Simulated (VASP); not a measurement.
# PbF2 (Fm-3m) in VASP: notebook, part 2 of 2

VASP 6.6.1.

### 4 Relaxation of cell and atoms, PBE

This run uses another cell than the first one, of 9.28 Å³/atom, 0.516 times its volume.

The input, INCAR:

```
SYSTEM = PbF2
PREC = Accurate
ENCUT = 600
EDIFF = 1E-7
ISMEAR = -1
SIGMA = 0.02
LREAL = .FALSE.
LASPH = .TRUE.
NELM = 60
ALGO = Normal
ISIF = 3
LWAVE = .FALSE.
LCHARG = .FALSE.
GGA = PE
IBRION = 2
NSW = 80
EDIFFG = -0.005
```

The input, KPOINTS:

```
regular mesh
0
G
  8 8 8
  0 0 0
```

The input, POSCAR:

```
PbF2
1.0
    0.0000000000      2.4059029803      2.4059029803
    2.4059029803      0.0000000000      2.4059029803
    2.4059029803      2.4059029803      0.0000000000
Pb F
1 2
Direct
    0.0000000000      0.0000000000      0.0000000000
    0.2500000000      0.2500000000      0.2500000000
    0.7500000000      0.7500000000      0.7500000000
```

Potentials or basis: VASP PAW PBE potentials, release 64 (Pb_d, F).

Launch:

```sh
$ cat potpaw_PBE.64/Pb_d/POTCAR potpaw_PBE.64/F/POTCAR > POTCAR
$ mpirun -np 1 vasp_std > vasp.out
```

OUTCAR:

```text
SYSTEM = PbF2
   PREC = Accurate
   ENCUT = 600
   EDIFF = 1E-7
   ISMEAR = -1
   LREAL = .FALSE.
   LASPH = .TRUE.
   NELM = 60
   ISIF = 3
   GGA = PE
   IBRION = 2
   NSW = 80
   EDIFFG = -0.005

 ion  position               nearest neighbor table
   1  0.000  0.000  0.000-   3 2.08   3 2.08   3 2.08   2 2.08   3 2.08   2 2.08   2 2.08   2 2.08

   2  0.250  0.250  0.250-   1 2.08   1 2.08   1 2.08   1 2.08
   3  0.750  0.750  0.750-   1 2.08   1 2.08   1 2.08   1 2.08

  LATTYP: Found a face centered cubic cell.
 ALAT       =     4.8118059606

  Lattice vectors:

 A1 = (   0.0000000000,   2.4059029803,   2.4059029803)
 A2 = (   2.4059029803,   0.0000000000,   2.4059029803)
 A3 = (   2.4059029803,   2.4059029803,   0.0000000000)

Analysis of symmetry for initial positions (statically):
=====================================================================
 Subroutine PRICEL returns:
 Original cell was already a primitive cell.

 Routine SETGRP: Setting up the symmetry group for a
 face centered cubic supercell.

 Subroutine GETGRP returns: Found 48 space group operations
 (whereof 48 operations were pure point group operations)
 out of a pool of 48 trial point group operations.

The static configuration has the point symmetry O_h .

Analysis of symmetry for dynamics (positions and initial velocities):
[... 144 lines left out ...]
 conjugate gradient relaxation of ions
 non-spin polarized calculation
  energy-cutoff  :      600.00
  volume of cell :       27.85
 maximum number of plane-waves:       950
   NGX = 13   NGY = 13   NGZ = 13

--------------------------------------- Ionic step        1  -------------------------------------------

 number of electron      28.0000001 magnetization

 Free energy of the ion-electron system (eV)
  ---------------------------------------------------
  ext. energy  EPLUGINS =         0.00000000
  ---------------------------------------------------
  free energy    TOTEN  =        -5.08618782 eV

  energy without entropy =       -5.08618782  energy(sigma->0) =       -5.08618782

 E-fermi :  14.1854     XC(G=0): -12.9800

 val. band max:       13.6873787667   @ k =  -0.2500   0.5000   0.2500
 cond. band min:      16.2808437839   @ k =   0.3750   0.3750   0.0000
 fundamental gap:      2.5934650172
 Fermi energy:        14.1853755408
[... 1635 lines left out ...]
     17       9.4993      0.00000
     18      12.7369      0.00000

 [... further k-points ...]

[... ionic steps 4 to 17 ...]

--------------------------------------- Ionic step       18  -------------------------------------------

 number of electron      27.9999973 magnetization

------------------------ aborting loop because EDIFF is reached ----------------------------------------
[... 69 lines left out ...]
--------------------------------------- Ionic step       20  -------------------------------------------

 number of electron      27.9999970 magnetization

 Free energy of the ion-electron system (eV)
  ---------------------------------------------------
  ext. energy  EPLUGINS =         0.00000000
  ---------------------------------------------------
  free energy    TOTEN  =       -14.00925405 eV

  energy without entropy =      -14.00925405  energy(sigma->0) =      -14.00925405

 E-fermi :   2.8454     XC(G=0):  -9.6166

 val. band max:        2.4160061071   @ k =  -0.2500   0.5000   0.2500
 cond. band min:       6.8336030594   @ k =   0.5000   0.5000   0.0000
 fundamental gap:      4.4175969523
 Fermi energy:         2.8454356574
[... 534 lines left out ...]
  FREE ENERGIE OF THE ION-ELECTRON SYSTEM (eV)
  ---------------------------------------------------
  free  energy   TOTEN  =       -14.0092540487 eV

  energy  without entropy=      -14.0092540487  energy(sigma->0) =      -14.00925405

 reached required accuracy - stopping structural energy minimisation
```

OSZICAR:

```text
N       E                     dE             d eps       ncg     rms          rms(c)
DAV:   1     0.335734617436E+03    0.33573E+03   -0.17661E+04  1052   0.234E+03
DAV:   2     0.185433239683E+02   -0.31719E+03   -0.30787E+03  1104   0.555E+02
DAV:   3    -0.628311872306E+01   -0.24826E+02   -0.24602E+02  1252   0.166E+02
DAV:   4    -0.690247476656E+01   -0.61936E+00   -0.61844E+00  1274   0.252E+01
[... 174 lines left out ...]
DAV:   3    -0.140092570877E+02    0.14977E-04   -0.41562E-05  1256   0.115E-01    0.848E-03
DAV:   4    -0.140092547642E+02    0.23235E-05   -0.12620E-05  1244   0.554E-02    0.294E-03
DAV:   5    -0.140092542136E+02    0.55062E-06   -0.16885E-06  1076   0.174E-02    0.180E-03
DAV:   6    -0.140092540261E+02    0.18750E-06   -0.37080E-07   686   0.931E-03    0.555E-04
DAV:   7    -0.140092540487E+02   -0.22630E-07   -0.10495E-07   570   0.273E-03
  20 F= -.14009254E+02 E0= -.14009254E+02  d E =-.130968E-02
```

Wall time 89 s (1 thread of AMD EPYC 9R45 (Zen 5), shared host); peak memory 0.14 GiB.

Results:

* Free energy: -14.0093 eV
* Relaxed volume: 16.64 Å³/atom
* Relaxed cell: a = 4.133 Å, b = 4.133 Å, c = 4.133 Å, α = 60.00°, β = 60.00°, γ = 60.00°
* Space group after relaxing (to 0.05 Å): Fm-3m (No. 225)
* Energy gained by relaxing: 2974.4 meV/atom
* Ionic steps: 20
* Pressure after relaxing: 0.0 GPa
* Band gap on the k mesh: 4.42 eV, indirect (least direct gap 4.57 eV)

Step by step:
| step | energy change (eV) | largest force (eV/Å) | pressure (GPa) | volume (Å³) |
| --- | --- | --- | --- | --- |
| 1 | 0.0000 | 0.0000 | 210.90 | 27.85 |
| 2 | 7.5452 | 0.0000 | -69.81 | 111.87 |
| 3 | -8.5383 | 0.0000 | -15.79 | 57.24 |
| 4 | -8.8711 | 0.0000 | -6.29 | 52.49 |
| 5 | -8.9230 | 0.0000 | -0.28 | 50.01 |
| 6 | -8.9216 | 0.0000 | 1.14 | 49.48 |
| 7 | -8.9216 | 0.0000 | 1.12 | 49.49 |
| 8 | -8.9218 | 0.0000 | 1.06 | 49.51 |
| 9 | -8.9218 | 0.0000 | 1.06 | 49.51 |
| 10 | -8.9218 | 0.0000 | 1.07 | 49.51 |
| 11 | -8.9218 | 0.0000 | 1.07 | 49.51 |
| 12 | -8.9218 | 0.0000 | 1.06 | 49.51 |
| 13 | -8.9218 | 0.0000 | 1.06 | 49.52 |
| 14 | -8.9218 | 0.0000 | 1.03 | 49.52 |
| 15 | -8.9219 | 0.0000 | 1.00 | 49.53 |
| 16 | -8.9220 | 0.0000 | 0.94 | 49.55 |
| 17 | -8.9223 | 0.0000 | 0.82 | 49.60 |
| 18 | -8.9227 | 0.0000 | 0.58 | 49.69 |
| 19 | -8.9231 | 0.0000 | 0.10 | 49.87 |
| 20 | -8.9231 | 0.0000 | 0.00 | 49.91 |

Final structure:
```
CELL_PARAMETERS angstrom
0.00000 2.92219 2.92219
2.92219 0.00000 2.92219
2.92219 2.92219 0.00000
ATOMIC_POSITIONS crystal
Pb 0.00000 0.00000 0.00000
F 0.25000 0.25000 0.25000
F 0.75000 0.75000 0.75000
```

Caveat: the volume moved by over 15 % at a fixed basis, so the end points are rough; spin-orbit coupling is left out, which moves the levels of the heavy elements. A hybrid or GW would open this gap; PBE tends to underestimate it.

### 5 Relaxation of cell and atoms, PBEsol

The input, INCAR:

```
  PREC = Accurate
  ENCUT = 600
  EDIFF = 1E-6
  ISMEAR = -1
  SIGMA = 0.02
  LREAL = F
  LASPH = T
  NELM = 80
  ALGO = Normal
  ISIF = 3
  LWAVE = F
  LCHARG = F
  GGA = PS
  IBRION = 2
  NSW = 80
  EDIFFG = -0.005
```

The input, KPOINTS:

```
Automatic mesh
0
Gamma
  6 6 6
```

The input, POSCAR:

```
PbF2
1.0
    0.0000000000      3.0003293711      3.0003293711
    3.0003293711      0.0000000000      3.0003293711
    3.0003293711      3.0003293711      0.0000000000
Pb F
1 2
Direct
    0.0000000000      0.0000000000      0.0000000000
    0.2500000000      0.2500000000      0.2500000000
    0.7500000000      0.7500000000      0.7500000000
```

Potentials or basis: VASP PAW PBE potentials, release 64 (Pb_d, F).

Launch:

```sh
$ cat potpaw_PBE.64/Pb_d/POTCAR potpaw_PBE.64/F/POTCAR > POTCAR
$ mpirun -np 1 vasp_std > vasp.out
```

OUTCAR:

```text
PREC = Accurate
   ENCUT = 600
   EDIFF = 1E-6
   ISMEAR = -1
   LREAL = F
   LASPH = T
   NELM = 80
   ISIF = 3
   GGA = PS
   IBRION = 2
   NSW = 80
   EDIFFG = -0.005

 ion  position               nearest neighbor table
   1  0.000  0.000  0.000-   2 2.60   3 2.60   3 2.60   3 2.60   3 2.60   2 2.60   2 2.60   2 2.60

   2  0.250  0.250  0.250-   1 2.60   1 2.60   1 2.60   1 2.60
   3  0.750  0.750  0.750-   1 2.60   1 2.60   1 2.60   1 2.60

  LATTYP: Found a face centered cubic cell.
 ALAT       =     6.0006587422

  Lattice vectors:

 A1 = (   0.0000000000,   3.0003293711,   3.0003293711)
 A2 = (   3.0003293711,   0.0000000000,   3.0003293711)
[... 175 lines left out ...]
  Direction    XX          YY          ZZ          XY          YZ          ZX
  --------------------------------------------------------------------------------------
  -------------------------------------------------------------------------------------
  Total       -1.2414664     -1.2414664     -1.2414664      0.0000000      0.0000000     -0.0000000
  in kB      -36.8221179    -36.8221179    -36.8221179      0.0000000      0.0000000     -0.0000000
  external PRESSURE =     -36.8221179 kB  Pullay stress =       0.0000000 kB
[... 61 lines left out ...]
--------------------------------------- Ionic step        3  -------------------------------------------

 number of electron      28.0000010 magnetization

 Free energy of the ion-electron system (eV)
  ---------------------------------------------------
  ext. energy  EPLUGINS =         0.00000000
  ---------------------------------------------------
  free energy    TOTEN  =       -14.94547223 eV

  energy without entropy =      -14.94547223  energy(sigma->0) =      -14.94547223

 E-fermi :   2.4891     XC(G=0):  -9.7526

 val. band max:        1.9350793332   @ k =  -0.3333   0.3333   0.1667
 cond. band min:       6.2597442018   @ k =   0.5000   0.5000   0.0000
 fundamental gap:      4.3246648685
 Fermi energy:         2.4891420922

 k-point     1 :       0.0000    0.0000    0.0000
  band No.  band energies     occupation
      1     -19.1677      2.00000
      2     -18.4948      2.00000
      3     -12.4281      2.00000
      4     -12.4281      2.00000
      5     -12.4281      2.00000
      6     -12.3558      2.00000
[... 355 lines left out ...]
  FREE ENERGIE OF THE ION-ELECTRON SYSTEM (eV)
  ---------------------------------------------------
  free  energy   TOTEN  =       -14.9454722306 eV

  energy  without entropy=      -14.9454722306  energy(sigma->0) =      -14.94547223

 reached required accuracy - stopping structural energy minimisation
```

OSZICAR:

```text
N       E                     dE             d eps       ncg     rms          rms(c)
DAV:   1     0.315548945588E+03    0.31555E+03   -0.16242E+04   586   0.194E+03
DAV:   2     0.150591686955E+02   -0.30049E+03   -0.28975E+03   630   0.479E+02
DAV:   3    -0.156021008120E+02   -0.30661E+02   -0.30365E+02   674   0.162E+02
[... 26 lines left out ...]
DAV:   3    -0.149455967031E+02    0.80479E-03   -0.23497E-03   732   0.820E-01    0.658E-02
DAV:   4    -0.149454763355E+02    0.12037E-03   -0.70237E-04   672   0.412E-01    0.224E-02
DAV:   5    -0.149454783519E+02   -0.20164E-05   -0.97661E-05   614   0.131E-01    0.138E-02
DAV:   6    -0.149454722219E+02    0.61301E-05   -0.24564E-05   734   0.705E-02    0.302E-03
DAV:   7    -0.149454722306E+02   -0.87061E-08   -0.18169E-06   532   0.136E-02
   3 F= -.14945472E+02 E0= -.14945472E+02  d E =-.350373E-01
```

CONTCAR:

```text
PbF2
   1.00000000000000
    -0.0000000000000000    2.9458906411259691    2.9458906411259691
     2.9458906411259691    0.0000000000000000    2.9458906411259691
     2.9458906411259691    2.9458906411259691   -0.0000000000000000
  Pb              F
     1     2
Direct
     0.0000000000000000    0.0000000000000000    0.0000000000000000
     0.2500000000000000    0.2500000000000000    0.2500000000000000
     0.7500000000000000    0.7500000000000000    0.7500000000000000

  0.00000000E+00  0.00000000E+00  0.00000000E+00
  0.00000000E+00  0.00000000E+00  0.00000000E+00
  0.00000000E+00  0.00000000E+00  0.00000000E+00
```

Wall time 22 s (1 thread of AMD EPYC 9R45 (Zen 5), shared host); peak memory 0.18 GiB.

What came out:

```
Free energy                            : -14.9455 eV
Relaxed volume                         : 17.04 Å³/atom
Relaxed cell                           : a = 4.166 Å, b = 4.166 Å, c = 4.166 Å, α = 60.00°, β = 60.00°, γ = 60.00°
Space group after relaxing (to 0.05 Å) : Fm-3m (No. 225)
Energy gained by relaxing              : 11.7 meV/atom
Ionic steps                            : 3
Pressure after relaxing                : 0.0 GPa
Band gap on the k mesh                 : 4.32 eV, indirect (least direct gap 4.45 eV)
```

Step by step:
```
step  energy change (eV)  largest force (eV/Å)  pressure (GPa)  volume (Å³)
   1              0.0000                0.0000           -3.68        54.02
   2             -0.0346                0.0000            0.44        50.85
   3             -0.0350                0.0000            0.01        51.13
```

Final structure:
```
Pb F
1.0
     0.00000    2.94589    2.94589
     2.94589    0.00000    2.94589
     2.94589    2.94589    0.00000
Pb F
1 2
Direct
  0.00000 0.00000 0.00000
  0.25000 0.25000 0.25000
  0.75000 0.75000 0.75000
```

Caveat: the PAW data sets were made with another functional, which shifts forces and pressure a little; spin-orbit coupling is left out, which moves the levels of the heavy elements. As with any semilocal functional, this PBEsol gap is likely too small.

### 6 The runs side by side

| task | level | cell | k mesh | cutoff (eV) | smearing | gap on the mesh (eV) | pressure (GPa) | relaxed volume (Å³/atom) |
| --- | --- | --- | --- | --- | --- | --- | --- | --- |
| single point | PBE | a = 4.243 Å, angles 60.0°, 3 atoms | 8 × 8 × 8 | 520 | fermi-dirac 0.02 eV | 4.42 | -0.2 | - |
| single point | r2SCAN | a = 4.187 Å, angles 60.0°, 3 atoms | 8 × 8 × 8 | 520 | gaussian 0.01 eV | 4.93 | -0.1 | - |
| relaxation of cell and atoms | PBE | relaxed from a = 3.402 Å, angles 60.0°, 3 atoms | 8 × 8 × 8 | 600 | fermi-dirac 0.02 eV | 4.42 | 0.0 | 16.64 |
| relaxation of cell and atoms | PBEsol | relaxed from a = 4.243 Å, angles 60.0°, 3 atoms | 6 × 6 × 6 | 600 | fermi-dirac 0.02 eV | 4.32 | 0.0 | 17.04 |

Alike in all rows: potentials or basis VASP PAW PBE potentials, release 64 (Pb_d, F); no spin polarisation.

Caveats: spin-orbit coupling is left out, which moves the levels of the heavy elements; the PAW data sets were made with another functional, which shifts forces and pressure a little (some runs); the volume moved by over 15 % at a fixed basis, so the end points are rough (some runs).

Total energies depend on the potentials used, so only differences within one code and one set of settings carry meaning.
